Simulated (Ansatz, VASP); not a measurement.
**Cu in VASP and in Ansatz**

```xyz
2
Lattice="2.5251 0.0000 0.0000 0.0000 2.5251 0.0000 0.0000 0.0000 3.5485" Properties=species:S:1:pos:R:3 pbc="T T T"
Cu    0.0000    0.0000    0.0000
Cu    1.2626    1.2626    1.7742
```

Alike in both runs: functional PBEsol; k mesh 16 × 16 × 12; occupations methfessel-paxton of order 1, width 0.1 eV; no spin polarisation.

Ansatz relaxed the structure, and its values are those at the end. VASP's run is a single point on that final structure, the one shown.

```csv
,VASP,Ansatz
version,VASP 6.6.1,Ansatz 0.2.0
potentials or method,"VASP PAW PBE potentials, release 64 (Cu)","scalar-relativistic, plane waves, PAW"
plane-wave cutoff (eV),520,420
valence electrons in the cell,22,38
```

VASP gave:

| Quantity | Value |
| --- | --- |
| gap on the k mesh at the Fermi level (eV) | none |
| pressure (GPa) | 0.6 |

Which values does Ansatz return?

gap on the k mesh at the Fermi level (eV): none; pressure (GPa): 0.0.

VASP's potentials were made for PBE, not for PBEsol. A gap of «none» marks a metal or a gap that the smearing closes. VASP's potentials hold 22 valence electrons a cell and Ansatz's 38, so a difference there can come from the potentials and not from the codes.
